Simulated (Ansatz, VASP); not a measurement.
## V in VASP and in Ansatz

```
CELL_PARAMETERS angstrom
-1.53291 1.53291 1.53291
1.53291 -1.53291 1.53291
1.53291 1.53291 -1.53291
ATOMIC_POSITIONS crystal
V 0.00000 0.00000 0.00000
```

Change from the starting cell: volume scaled by 1.04.

Alike in both runs: task single point; functional PBE; k mesh 15 × 15 × 15; occupations fermi-dirac, width 0.03 eV; collinear spin.

```csv
,VASP,Ansatz
version,VASP 6.6.1,Ansatz 0.2.0
potentials or method,"VASP PAW PBE potentials, release 64 (V_sv), cutoff 520 eV","all-electron LAPW, scalar-relativistic"
```

|  | VASP | Ansatz | Ansatz less VASP |
| --- | --- | --- | --- |
| pressure (GPa) | -11.0 | -11.2 | -0.22 |
| net moment per atom (μB) | 0.00 | 0.00 | 0.000 |

Ansatz ran all-electron here, and VASP with PAW potentials. Ansatz's warnings: seeded moment not kept.
